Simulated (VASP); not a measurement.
# PbS in VASP: relaxation of the atoms with PBE

Aim: the relaxation of the atoms of PbS with PBE.

Everything below comes from runs of VASP 6.6.1. Logs are shortened: lines on timing, memory, paths and dates and some standing lists are left out, and cuts for length are marked.

### Step 1. The cell of the first run

The cell holds a slab with vacuum, 4 atoms: a = 4.249 Å, b = 4.249 Å, c = 17.005 Å, α = 90.00°, β = 90.00°, γ = 90.00°.

### Step 2. Relaxation of the atoms, PBE

Input file INCAR:

```
SYSTEM = PbS
ALGO = Normal
DIPOL = 0.5 0.5 0.500
EDIFF = 1E-7
EDIFFG = -0.03
ENCUT = 520
GGA = PE
IBRION = 2
IDIPOL = 3
ISIF = 2
ISMEAR = 0
LASPH = .True.
LCHARG = .False.
LDIPOL = .True.
LREAL = .False.
LWAVE = .False.
NELM = 60
NSW = 70
PREC = Accurate
SIGMA = 0.05
```

Input file KPOINTS:

```
k-points
0
Gamma
  7 7 1
  0 0 0
```

Input file POSCAR:

```
PbS
1.0
    4.2490215883      0.0000000000      0.0000000000
    0.0000000000      4.2490215883      0.0000000000
    0.0000000000      0.0000000000     17.0045119785
Pb S
2 2
Selective dynamics
Direct
    0.5000000000      0.5000000000      0.4116554482  F F F
    0.0000000000      0.0000000000      0.5883445518  T T T
    0.0000000000      0.0000000000      0.4116554482  F F F
    0.5000000000      0.5000000000      0.5883445518  T T T
```

Potentials or basis: VASP PAW PBE potentials, release 64 (Pb_d, S).

Launch:

```bash
$ cat potpaw_PBE.64/Pb_d/POTCAR potpaw_PBE.64/S/POTCAR > POTCAR
$ mpirun -np 1 vasp_std > vasp.out
```

OUTCAR:

```text
SYSTEM = PbS
   EDIFF = 1E-7
   EDIFFG = -0.03
   ENCUT = 520
   GGA = PE
   IBRION = 2
   ISIF = 2
   ISMEAR = 0
   LASPH = .True.
   LREAL = .False.
   NELM = 60
   NSW = 70
   PREC = Accurate

 ion  position               nearest neighbor table
   1  0.500  0.500  0.412-   3 3.00   3 3.00   3 3.00   3 3.00   4 3.00
   2  0.000  0.000  0.588-   4 3.00   4 3.00   4 3.00   4 3.00   3 3.00
   3  0.000  0.000  0.412-   1 3.00   1 3.00   1 3.00   1 3.00   2 3.00
   4  0.500  0.500  0.588-   2 3.00   2 3.00   2 3.00   2 3.00   1 3.00

  LATTYP: Found a simple tetragonal cell.
 ALAT       =     4.2490215883
 C/A-ratio  =     4.0019829566

  Lattice vectors:

 A1 = (   4.2490215883,   0.0000000000,   0.0000000000)
 A2 = (   0.0000000000,   4.2490215883,   0.0000000000)
 A3 = (   0.0000000000,   0.0000000000,  17.0045119785)

Analysis of symmetry for initial positions (statically):
=====================================================================
 Subroutine PRICEL returns:
 Original cell was already a primitive cell.

 Routine SETGRP: Setting up the symmetry group for a
 simple tetragonal supercell.

 Subroutine GETGRP returns: Found 16 space group operations
 (whereof  8 operations were pure point group operations)
 out of a pool of 16 trial point group operations.

The static configuration has the point symmetry C_4v.
 The point group associated with its full space group is D_4h.

Analysis of symmetry for dynamics (positions and initial velocities):
=====================================================================
 Subroutine PRICEL returns:
 Original cell was already a primitive cell.

 Routine SETGRP: Setting up the symmetry group for a
 simple tetragonal supercell.

 Subroutine GETGRP returns: Found 16 space group operations
 (whereof  8 operations were pure point group operations)
 out of a pool of 16 trial point group operations.

The dynamic configuration has the point symmetry C_4v.
 The point group associated with its full space group is D_4h.

Analysis of constrained symmetry for selective dynamics:
=====================================================================
 Subroutine PRICEL returns:
 Original cell was already a primitive cell.

 Routine SETGRP: Setting up the symmetry group for a
 simple tetragonal supercell.

 Subroutine GETGRP returns: Found  8 space group operations
 (whereof  8 operations were pure point group operations)
 out of a pool of 16 trial point group operations.

The constrained configuration has the point symmetry C_4v.

 Subroutine INISYM returns: Found  8 space group operations
 (whereof  8 operations are pure point group operations),
 and found     1 'primitive' translations

----------------------------------------------------------------------------------------

                                     Primitive cell

  volume of cell :     307.0026

  direct lattice vectors                    reciprocal lattice vectors
     4.249021588  0.000000000  0.000000000     0.235348298  0.000000000  0.000000000
     0.000000000  4.249021588  0.000000000     0.000000000  0.235348298  0.000000000
     0.000000000  0.000000000 17.004511978     0.000000000  0.000000000  0.058807921

  length of vectors
     4.249021588  4.249021588 17.004511978     0.235348298  0.235348298  0.058807921

  position of ions in fractional coordinates (direct lattice)
     0.500000000  0.500000000  0.411655448
     0.000000000  0.000000000  0.588344552
     0.000000000  0.000000000  0.411655448
     0.500000000  0.500000000  0.588344552

  ion indices of the primitive-cell ions
   primitive index   ion index
                 1           1
                 2           2
                 3           3
                 4           4

----------------------------------------------------------------------------------------

 KPOINTS: k-points

Automatic generation of k-mesh.
 Grid dimensions read from file:
 generate k-points for:    7    7    1

 Generating k-lattice:

  Cartesian coordinates                     Fractional coordinates (reciprocal lattice)
     0.033621185  0.000000000  0.000000000     0.142857143  0.000000000  0.000000000
     0.000000000  0.033621185  0.000000000     0.000000000  0.142857143  0.000000000
     0.000000000  0.000000000  0.058807921     0.000000000  0.000000000  1.000000000

  Length of vectors
     0.033621185  0.033621185  0.058807921

  Shift w.r.t. Gamma in fractional coordinates (k-lattice)
     0.000000000  0.000000000  0.000000000

 Subroutine IBZKPT returns following result:
 ===========================================

 Found     10 irreducible k-points:

 Following reciprocal coordinates:
            Coordinates               Weight
  0.000000  0.000000  0.000000      1.000000
  0.142857  0.000000  0.000000      4.000000
  0.285714  0.000000  0.000000      4.000000
  0.428571  0.000000  0.000000      4.000000
  0.142857  0.142857  0.000000      4.000000
  0.285714  0.142857  0.000000      8.000000
  0.428571  0.142857  0.000000      8.000000
  0.285714  0.285714  0.000000      4.000000
  0.428571  0.285714  0.000000      8.000000
  0.428571  0.428571  0.000000      4.000000
   k-points           NKPTS =     10   k-points in BZ     NKDIM =     10   number of bands    NBANDS=     24
   number of dos      NEDOS =    301   number of ions     NIONS =      4
   total plane-waves  NPLWV = 129024
   dimension x,y,z NGX =    32 NGY =   32 NGZ =  126
   dimension x,y,z NGXF=    64 NGYF=   64 NGZF=  252
   ions per type =               2   2
   NGX,Y,Z   is equivalent  to a cutoff of  12.52, 12.52, 12.32 a.u.
   NGXF,Y,Z  is equivalent  to a cutoff of  25.04, 25.04, 24.64 a.u.
 SYSTEM =  PbS
   PREC   = accura    normal or accurate (medium, high low for compatibility)
   ISTART =      0    job   : 0-new  1-cont  2-samecut
   ICHARG =      2    charge: 1-file 2-atom 10-const
   ISPIN  =      1    spin polarized calculation?
   LNONCOLLINEAR =      F non collinear calculations
   LSORBIT =      F    spin-orbit coupling
   LASPH  =      T    aspherical Exc in radial PAW
   ENCUT  =  520.0 eV  38.22 Ry    6.18 a.u.   7.90  7.90 31.62*2*pi/ulx,y,z
   NELM   =     60;   NELMIN=  2; NELMDL= -5     # of ELM steps
   EDIFF  = 0.1E-06   stopping-criterion for ELM
   LREAL  =      F    real-space projection
   EDIFFG = -.3E-01   stopping-criterion for IOM
   NSW    =     70    number of steps for IOM
   IBRION =      2    ionic relax: 0-MD 1-quasi-New 2-CG
   NFREE  =      1    steps in history (QN), initial steepest desc. (CG)
   ISIF   =      2    stress and relaxation
   ISYM   =      2    0-nonsym 1-usesym 2-fastsym
   POTIM  = 0.5000    time-step for ionic-motion
   TEBEG  =    0.0;   TEEND  =   0.0 temperature during run
   PSTRESS=    0.0 pullay stress
   NELECT =      40.0000    total number of electrons
   NUPDOWN=      -1.0000    fix difference up-down
   EMIN   =  10.00;   EMAX   =-10.00  energy-range for DOS
   EFERMI =   0.00;   METHOD = LEGACY
   ISMEAR =     0;   SIGMA  =   0.05  broadening in eV -4-tet -1-fermi 0-gaus
   EFERMI_NEDOS =   21; number of points for ismear=-14 and -15
   IALGO  =     38    algorithm
   IMIX   =      4    mixing-type and parameters
     AMIX     =   0.40;   BMIX     =  1.00
     AMIX_MAG =   1.60;   BMIX_MAG =  1.00
  volume/ion in A,a.u.               =      76.75       517.94
  Fermi-wavevector in a.u.,A,eV,Ry     =   0.829941  1.568362  9.371732  0.688803
  Thomas-Fermi vector in A             =   1.942574
   LORBIT       =      0    0 simple, 1 ext, 2 COOP (PROOUT), +10 PAW based schemes
   GGA     = PE    functional components
   LHFCALC =     F    Hartree Fock is set to
   AEXX    =    0.0000 exact exchange contribution
   IVDW    =     0    specifies the selected vdW correction
   LEPSILON=     F    determine dielectric tensor
   LRPA    =     F    only Hartree local field effects (RPA)
 conjugate gradient relaxation of ions
 non-spin polarized calculation
 Gauss-broadening in eV      SIGMA  =   0.05
  energy-cutoff  :      520.00
  volume of cell :      307.00
 maximum number of plane-waves:      8288
 NGX is ok and might be reduce to    32
   NGX = 15   NGY = 15   NGZ = 63

--------------------------------------- Ionic step        1  -------------------------------------------

 number of electron      40.0000009 magnetization

 Free energy of the ion-electron system (eV)
  ---------------------------------------------------
  ext. energy  EPLUGINS =         0.00000000
  ---------------------------------------------------
  free energy    TOTEN  =       -17.04531754 eV

  energy without entropy =      -17.04531754  energy(sigma->0) =      -17.04531754

------------------------ aborting loop because EDIFF is reached ----------------------------------------

  FORCE on cell =-STRESS in cart. coord.  units (eV):
  Direction    XX          YY          ZZ          XY          YZ          ZX
  --------------------------------------------------------------------------------------
  -------------------------------------------------------------------------------------
  Total       -1.2870548     -1.2870548     -3.9181352      0.0000000     -0.0000000      0.0000000
  in kB       -6.7168489     -6.7168489    -20.4478645      0.0000000     -0.0000000      0.0000000
  external PRESSURE =     -11.2938541 kB  Pullay stress =       0.0000000 kB
[... 177 lines left out ...]
--------------------------------------- Ionic step        6  -------------------------------------------

 number of electron      40.0000007 magnetization

------------------------ aborting loop because EDIFF is reached ----------------------------------------

 vacuum level on the upper side and lower side of the slab       (xc-potential included)         0.020        -0.035

  FORCE on cell =-STRESS in cart. coord.  units (eV):
  Direction    XX          YY          ZZ          XY          YZ          ZX
  --------------------------------------------------------------------------------------
  -------------------------------------------------------------------------------------
  Total        0.1287107      0.1287107     -0.0801287      0.0000000      0.0000000     -0.0000000
  in kB        0.6717123      0.6717123     -0.4181737      0.0000000      0.0000000     -0.0000000
  external PRESSURE =       0.3084169 kB  Pullay stress =       0.0000000 kB

 VOLUME and BASIS-vectors are now :
 -----------------------------------------------------------------------------
  energy-cutoff  :      520.00
  volume of cell :      307.00
      direct lattice vectors                 reciprocal lattice vectors
     4.249021588  0.000000000  0.000000000     0.235348298  0.000000000  0.000000000
     0.000000000  4.249021588  0.000000000     0.000000000  0.235348298  0.000000000
     0.000000000  0.000000000 17.004511978     0.000000000  0.000000000  0.058807921
[... 10 lines left out ...]
  FREE ENERGIE OF THE ION-ELECTRON SYSTEM (eV)
  ---------------------------------------------------
  free  energy   TOTEN  =       -17.2895259086 eV

  energy  without entropy=      -17.2895259086  energy(sigma->0) =      -17.28952591

 dipolmoment           0.000000      0.000000      0.005696 electrons x Angstroem

--------------------------------------- Ionic step        7  -------------------------------------------

 number of electron      40.0000013 magnetization

 dipolmoment           0.000000      0.000000     -0.007895 electrons x Angstroem

 Free energy of the ion-electron system (eV)
  ---------------------------------------------------
  ext. energy  EPLUGINS =         0.00000000
  ---------------------------------------------------
  free energy    TOTEN  =       -17.29334840 eV

  energy without entropy =      -17.29334840  energy(sigma->0) =      -17.29334840

 E-fermi :  -0.9742     XC(G=0):  -3.9507

 val. band max:       -1.2265886081   @ k =   0.4286   0.0000   0.0000
 cond. band min:       0.3335738392   @ k =   0.4286   0.0000   0.0000
 fundamental gap:      1.5601624474
 Fermi energy:        -0.9742254824

 k-point     1 :       0.0000    0.0000    0.0000
  band No.  band energies     occupation
      1     -17.6500      2.00000
      2     -17.5669      2.00000
      3     -17.5283      2.00000
      4     -17.5226      2.00000
      5     -17.5226      2.00000
      6     -17.5142      2.00000
[... 259 lines left out ...]
     23       3.7627      0.00000
     24       3.9630      0.00000

------------------------ aborting loop because EDIFF is reached ----------------------------------------

 vacuum level on the upper side and lower side of the slab       (xc-potential included)        -0.128        -0.063

  FORCE on cell =-STRESS in cart. coord.  units (eV):
  Direction    XX          YY          ZZ          XY          YZ          ZX
  --------------------------------------------------------------------------------------
  -------------------------------------------------------------------------------------
  Total        0.1220061      0.1220061      0.0229208      0.0000000      0.0000000      0.0000000
  in kB        0.6367222      0.6367222      0.1196185      0.0000000      0.0000000      0.0000000
  external PRESSURE =       0.4643543 kB  Pullay stress =       0.0000000 kB

 VOLUME and BASIS-vectors are now :
 -----------------------------------------------------------------------------
  energy-cutoff  :      520.00
  volume of cell :      307.00
      direct lattice vectors                 reciprocal lattice vectors
     4.249021588  0.000000000  0.000000000     0.235348298  0.000000000  0.000000000
     0.000000000  4.249021588  0.000000000     0.000000000  0.235348298  0.000000000
     0.000000000  0.000000000 17.004511978     0.000000000  0.000000000  0.058807921
[... 10 lines left out ...]
  FREE ENERGIE OF THE ION-ELECTRON SYSTEM (eV)
  ---------------------------------------------------
  free  energy   TOTEN  =       -17.2933483992 eV

  energy  without entropy=      -17.2933483992  energy(sigma->0) =      -17.29334840

 reached required accuracy - stopping structural energy minimisation

 vacuum level on the upper side and lower side of the slab         3.194         3.260
```

Wall time 17 min (1 thread of Intel Xeon 8259CL, shared host); peak memory 0.4 GiB.

What came out:

| Item | Value |
| --- | --- |
| Free energy | -17.2933 eV |
| Energy gained by relaxing | 62.0 meV/atom |
| Ionic steps | 7 |
| Band gap on the k mesh | 1.56 eV |

The path:
| step | energy change (eV) | largest force on free atoms (eV/Å) | pressure (GPa) |
| --- | --- | --- | --- |
| 1 | 0.0000 | 0.6646 | -1.13 |
| 2 | -0.0394 | 0.6262 | -1.05 |
| 3 | -0.1450 | 0.5421 | -0.76 |
| 4 | -0.2435 | 0.2323 | 0.11 |
| 5 | -0.2441 | 0.1953 | 0.00 |
| 6 | -0.2442 | 0.1764 | 0.03 |
| 7 | -0.2480 | 0.0148 | 0.05 |

Final structure:
```cif
data_structure
_symmetry_space_group_name_H-M 'P 1'
_symmetry_Int_Tables_number 1
_cell_length_a 4.2490
_cell_length_b 4.2490
_cell_length_c 17.0045
_cell_angle_alpha 90.000
_cell_angle_beta 90.000
_cell_angle_gamma 90.000
_cell_volume 307.00
loop_
_atom_site_label
_atom_site_type_symbol
_atom_site_fract_x
_atom_site_fract_y
_atom_site_fract_z
_atom_site_occupancy
Pb1 Pb 0.50000 0.50000 0.41166 1
Pb2 Pb 0.00000 0.00000 0.57118 1
S1 S 0.00000 0.00000 0.41166 1
S2 S 0.50000 0.50000 0.56967 1
```

Levels at points of the mesh, in eV from the valence-band top:
```csv
k point,band 17,band 18,band 19,band 20,band 21,band 22,band 23,band 24
"(0.00, 0.00, 0.00)",-2.60,-1.57,-1.57,-0.59,2.11,3.94,4.78,4.92
```

Caveat: spin-orbit coupling is left out, which moves the levels of the heavy elements.
